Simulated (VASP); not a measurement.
# InSb (P4/mmm) in VASP: a series of runs

The runs below take InSb through single point, with PBE.

Program: VASP 6.6.1. These are calculated values, not measurements. Logs are shortened: lines on timing, memory, paths and dates and some standing lists are left out, and cuts for length are marked.

### Step 1. The cell of the first run

Symmetry: P4/mmm, No. 123, tetragonal system. Conventional cell: a = 3.077 Å, b = 3.077 Å, c = 6.215 Å, α = 90.00°, β = 90.00°, γ = 90.00°. In (site symmetry 4/mmm) has 4 In at 3.08 Å and 2 Sb at 3.11 Å within 4.0 Å. Sb (site symmetry 4/mmm) has 4 Sb at 3.08 Å and 2 In at 3.11 Å within 4.0 Å.

### Step 2. Single point, PBE

Contents of INCAR:

```
SYSTEM = InSb
ALGO = Normal
EDIFF = 1E-6
ENCUT = 520
GGA = PE
ISIF = 2
ISMEAR = 0
LASPH = .TRUE.
LCHARG = .FALSE.
LREAL = .FALSE.
LWAVE = .FALSE.
NBANDS = 16
NELM = 100
PREC = Accurate
SIGMA = 0.1
```

Contents of KPOINTS:

```
k-points
0
G
  14 14 8
  0 0 0
```

Contents of POSCAR:

```
InSb
1.0
    3.0766560000      0.0000000000      0.0000000000
    0.0000000000      3.0766560000      0.0000000000
    0.0000000000      0.0000000000      6.2154700000
In Sb
1 1
Direct
    0.0000000000      0.0000000000      0.0000000000
    0.0000000000      0.0000000000      0.5000000000
```

Potentials or basis: VASP PAW PBE potentials, release 64 (In_d, Sb).

Command:

```console
> cat potpaw_PBE.64/In_d/POTCAR potpaw_PBE.64/Sb/POTCAR > POTCAR
> mpirun -np 1 vasp_std > vasp.out
```

OUTCAR:

```text
SYSTEM = InSb
   EDIFF = 1E-6
   ENCUT = 520
   GGA = PE
   ISIF = 2
   ISMEAR = 0
   LASPH = .TRUE.
   LREAL = .FALSE.
   NELM = 100
   PREC = Accurate

 ion  position               nearest neighbor table
   1  0.000  0.000  0.000-   2 3.11   2 3.11
   2  0.000  0.000  0.500-   1 3.11   1 3.11

  LATTYP: Found a simple tetragonal cell.
 ALAT       =     3.0766560000
 C/A-ratio  =     2.0202031036

  Lattice vectors:

 A1 = (   3.0766560000,   0.0000000000,   0.0000000000)
 A2 = (   0.0000000000,   3.0766560000,   0.0000000000)
 A3 = (   0.0000000000,   0.0000000000,   6.2154700000)

Analysis of symmetry for initial positions (statically):
=====================================================================
 Subroutine PRICEL returns:
 Original cell was already a primitive cell.

 Routine SETGRP: Setting up the symmetry group for a
 simple tetragonal supercell.

 Subroutine GETGRP returns: Found 16 space group operations
 (whereof 16 operations were pure point group operations)
 out of a pool of 16 trial point group operations.

The static configuration has the point symmetry D_4h.

Analysis of symmetry for dynamics (positions and initial velocities):
=====================================================================
 Subroutine PRICEL returns:
 Original cell was already a primitive cell.

 Routine SETGRP: Setting up the symmetry group for a
 simple tetragonal supercell.

 Subroutine GETGRP returns: Found 16 space group operations
 (whereof 16 operations were pure point group operations)
 out of a pool of 16 trial point group operations.

The dynamic configuration has the point symmetry D_4h.

 Subroutine INISYM returns: Found 16 space group operations
 (whereof 16 operations are pure point group operations),
 and found     1 'primitive' translations

----------------------------------------------------------------------------------------

                                     Primitive cell

  volume of cell :      58.8345

  direct lattice vectors                    reciprocal lattice vectors
     3.076656000  0.000000000  0.000000000     0.325028212  0.000000000  0.000000000
     0.000000000  3.076656000  0.000000000     0.000000000  0.325028212  0.000000000
     0.000000000  0.000000000  6.215470000     0.000000000  0.000000000  0.160888879

  length of vectors
     3.076656000  3.076656000  6.215470000     0.325028212  0.325028212  0.160888879

  position of ions in fractional coordinates (direct lattice)
     0.000000000  0.000000000  0.000000000
     0.000000000  0.000000000  0.500000000

  ion indices of the primitive-cell ions
   primitive index   ion index
                 1           1
                 2           2

----------------------------------------------------------------------------------------

 KPOINTS: k-points

Automatic generation of k-mesh.
 Grid dimensions read from file:
 generate k-points for:   14   14    8

 Generating k-lattice:

  Cartesian coordinates                     Fractional coordinates (reciprocal lattice)
     0.023216301  0.000000000  0.000000000     0.071428571  0.000000000  0.000000000
     0.000000000  0.023216301  0.000000000     0.000000000  0.071428571  0.000000000
     0.000000000  0.000000000  0.020111110     0.000000000  0.000000000  0.125000000

  Length of vectors
     0.023216301  0.023216301  0.020111110

  Shift w.r.t. Gamma in fractional coordinates (k-lattice)
     0.000000000  0.000000000  0.000000000

 Subroutine IBZKPT returns following result:
 ===========================================

 Found    180 irreducible k-points:

 Following reciprocal coordinates:
            Coordinates               Weight
  0.000000  0.000000  0.000000      1.000000
  0.071429  0.000000  0.000000      4.000000
  0.142857  0.000000  0.000000      4.000000
  0.214286  0.000000  0.000000      4.000000
  0.285714  0.000000  0.000000      4.000000
  0.357143  0.000000  0.000000      4.000000
[... 16 lines left out ...]
  0.285714  0.214286  0.000000      8.000000
  0.357143  0.214286  0.000000      8.000000
 [... further k-points ...]
   k-points           NKPTS =    180   k-points in BZ     NKDIM =    180   number of bands    NBANDS=     16
   number of dos      NEDOS =    301   number of ions     NIONS =      2
   total plane-waves  NPLWV =  27648
   dimension x,y,z NGX =    24 NGY =   24 NGZ =   48
   dimension x,y,z NGXF=    48 NGYF=   48 NGZF=   96
   ions per type =               1   1
   NGX,Y,Z   is equivalent  to a cutoff of  12.97, 12.97, 12.84 a.u.
   NGXF,Y,Z  is equivalent  to a cutoff of  25.94, 25.94, 25.68 a.u.
 SYSTEM =  InSb
   PREC   = accura    normal or accurate (medium, high low for compatibility)
   ISTART =      0    job   : 0-new  1-cont  2-samecut
   ICHARG =      2    charge: 1-file 2-atom 10-const
   ISPIN  =      1    spin polarized calculation?
   LNONCOLLINEAR =      F non collinear calculations
   LSORBIT =      F    spin-orbit coupling
   LASPH  =      T    aspherical Exc in radial PAW
   ENCUT  =  520.0 eV  38.22 Ry    6.18 a.u.   5.72  5.72 11.56*2*pi/ulx,y,z
   NELM   =    100;   NELMIN=  2; NELMDL= -5     # of ELM steps
   EDIFF  = 0.1E-05   stopping-criterion for ELM
   LREAL  =      F    real-space projection
   EDIFFG = 0.1E-04   stopping-criterion for IOM
   NSW    =      0    number of steps for IOM
   IBRION =     -1    ionic relax: 0-MD 1-quasi-New 2-CG
   NFREE  =      0    steps in history (QN), initial steepest desc. (CG)
   ISIF   =      2    stress and relaxation
   ISYM   =      2    0-nonsym 1-usesym 2-fastsym
   POTIM  = 0.5000    time-step for ionic-motion
   TEBEG  =    0.0;   TEEND  =   0.0 temperature during run
   PSTRESS=    0.0 pullay stress
   NELECT =      18.0000    total number of electrons
   NUPDOWN=      -1.0000    fix difference up-down
   EMIN   =  10.00;   EMAX   =-10.00  energy-range for DOS
   EFERMI =   0.00;   METHOD = LEGACY
   ISMEAR =     0;   SIGMA  =   0.10  broadening in eV -4-tet -1-fermi 0-gaus
   EFERMI_NEDOS =   21; number of points for ismear=-14 and -15
   IALGO  =     38    algorithm
   IMIX   =      4    mixing-type and parameters
     AMIX     =   0.40;   BMIX     =  1.00
     AMIX_MAG =   1.60;   BMIX_MAG =  1.00
  volume/ion in A,a.u.               =      29.42       198.52
  Fermi-wavevector in a.u.,A,eV,Ry     =   1.103117  2.084590 16.556493  1.216868
  Thomas-Fermi vector in A             =   2.239571
   LORBIT       =      0    0 simple, 1 ext, 2 COOP (PROOUT), +10 PAW based schemes
   GGA     = PE    functional components
   LHFCALC =     F    Hartree Fock is set to
   AEXX    =    0.0000 exact exchange contribution
   IVDW    =     0    specifies the selected vdW correction
   LEPSILON=     F    determine dielectric tensor
   LRPA    =     F    only Hartree local field effects (RPA)
 non-spin polarized calculation
 Gauss-broadening in eV      SIGMA  =   0.10
  energy-cutoff  :      520.00
  volume of cell :       58.83
 maximum number of plane-waves:      1604
 NGX is ok and might be reduce to    24
   NGX = 11   NGY = 11   NGZ = 23

 number of electron      17.9999986 magnetization

 Free energy of the ion-electron system (eV)
  ---------------------------------------------------
  ext. energy  EPLUGINS =         0.00000000
  ---------------------------------------------------
  free energy    TOTEN  =        -6.56696019 eV

  energy without entropy =       -6.56194450  energy(sigma->0) =       -6.56445235

 E-fermi :   6.6690     XC(G=0):  -9.6545

 val. band max:        6.6667305956   @ k =   0.2143   0.1429   0.0000
 cond. band min:       6.6899516561   @ k =   0.2143   0.1429   0.1250
 fundamental gap:      0.0232210605
 Fermi energy:         6.6690331950

 k-point     1 :       0.0000    0.0000    0.0000
  band No.  band energies     occupation
      1      -8.2967      2.00000
      2      -8.0767      2.00000
      3      -7.7212      2.00000
      4      -7.7212      2.00000
      5      -7.6357      2.00000
      6      -4.8806      2.00000
[... 8 lines left out ...]
     15      15.5097      0.00000
     16      16.1788      0.00000

 k-point     2 :       0.0714    0.0000    0.0000
  band No.  band energies     occupation
      1      -8.2791      2.00000
      2      -8.0661      2.00000
      3      -7.7333      2.00000
      4      -7.7202      2.00000
      5      -7.6448      2.00000
      6      -4.8031      2.00000
[... 8 lines left out ...]
     15      15.6114      0.00000
     16      16.6680      0.00000

 k-point     3 :       0.1429    0.0000    0.0000
  band No.  band energies     occupation
      1      -8.2362      2.00000
      2      -8.0299      2.00000
      3      -7.7670      2.00000
      4      -7.7174      2.00000
      5      -7.6701      2.00000
      6      -4.5718      2.00000
[... 8 lines left out ...]
     15      15.8142      0.00000
     16      15.9109      0.00000

 k-point     4 :       0.2143    0.0000    0.0000
  band No.  band energies     occupation
      1      -8.1917      2.00000
      2      -7.9604      2.00000
      3      -7.8151      2.00000
      4      -7.7134      2.00000
      5      -7.7064      2.00000
      6      -4.1923      2.00000
[... 8 lines left out ...]
     15      16.1712      0.00000
     16      16.3894      0.00000
[... 324 lines left out ...]
 k-point    22 :       0.2143    0.2143    0.0000
  band No.  band energies     occupation
      1      -7.9954      2.00000
      2      -7.9303      2.00000
      3      -7.8106      2.00000
      4      -7.7982      2.00000
      5      -7.7916      2.00000
      6      -3.5059      2.00000
[... 8 lines left out ...]
     15      14.6728      0.00000
     16      16.3970      0.00000

 k-point    23 :       0.2857    0.2143    0.0000
  band No.  band energies     occupation
      1      -7.9475      2.00000
      2      -7.8560      2.00000
      3      -7.8551      2.00000
      4      -7.8327      2.00000
      5      -7.7977      2.00000
      6      -2.9943      2.00000
[... 8 lines left out ...]
     15      14.9334      0.00000
     16      15.7636      0.00000

 k-point    24 :       0.3571    0.2143    0.0000
  band No.  band energies     occupation
      1      -7.9345      2.00000
      2      -7.9007      2.00000
      3      -7.8835      2.00000
      4      -7.7926      2.00000
      5      -7.7425      2.00000
      6      -2.3901      2.00000
[... 8 lines left out ...]
     15      14.6232      0.00000
     16      15.5003      0.00000

 [... further k-points ...]

------------------------ aborting loop because EDIFF is reached ----------------------------------------

  FORCE on cell =-STRESS in cart. coord.  units (eV):
  Direction    XX          YY          ZZ          XY          YZ          ZX
  --------------------------------------------------------------------------------------
  -------------------------------------------------------------------------------------
  Total        0.2217324      0.2217324      0.1323292      0.0000000     -0.0000000      0.0000000
  in kB        6.0382059      6.0382059      3.6035834      0.0000000     -0.0000000      0.0000000
  external PRESSURE =       5.2266650 kB  Pullay stress =       0.0000000 kB

 VOLUME and BASIS-vectors are now :
 -----------------------------------------------------------------------------
  energy-cutoff  :      520.00
  volume of cell :       58.83
      direct lattice vectors                 reciprocal lattice vectors
     3.076656000  0.000000000  0.000000000     0.325028212  0.000000000  0.000000000
     0.000000000  3.076656000  0.000000000     0.000000000  0.325028212  0.000000000
     0.000000000  0.000000000  6.215470000     0.000000000  0.000000000  0.160888879

 POSITION                                       TOTAL-FORCE (eV/Angst)
 -----------------------------------------------------------------------------------
      0.00000      0.00000      0.00000         0.000000      0.000000      0.000000
      0.00000      0.00000      3.10773         0.000000      0.000000      0.000000
 -----------------------------------------------------------------------------------
    total drift:                                0.000000     -0.000000     -0.000000

  FREE ENERGIE OF THE ION-ELECTRON SYSTEM (eV)
  ---------------------------------------------------
  free  energy   TOTEN  =        -6.5669601917 eV

  energy  without entropy=       -6.5619445011  energy(sigma->0) =       -6.56445235
```

Run time: 86 s. Hardware: 1 thread of Intel Xeon Platinum 8259CL at 2.50GHz (Skylake/Cascade Lake), shared host; peak memory 0.31 GiB.

Results:

| Item | Value |
| --- | --- |
| Free energy | -6.5670 eV |
| Pressure | 0.5 GPa |
| Band gap on the k mesh | zero (band 9 reaches 10.91 eV, above the bottom of band 10 at 5.05 eV) |

Stress tensor (GPa, compression positive):
```
0.60 0.00 0.00
0.00 0.60 0.00
0.00 0.00 0.36
```

Caveat: spin-orbit coupling is left out, which moves the levels of the heavy elements.

(Continued in part 2 of 2.)
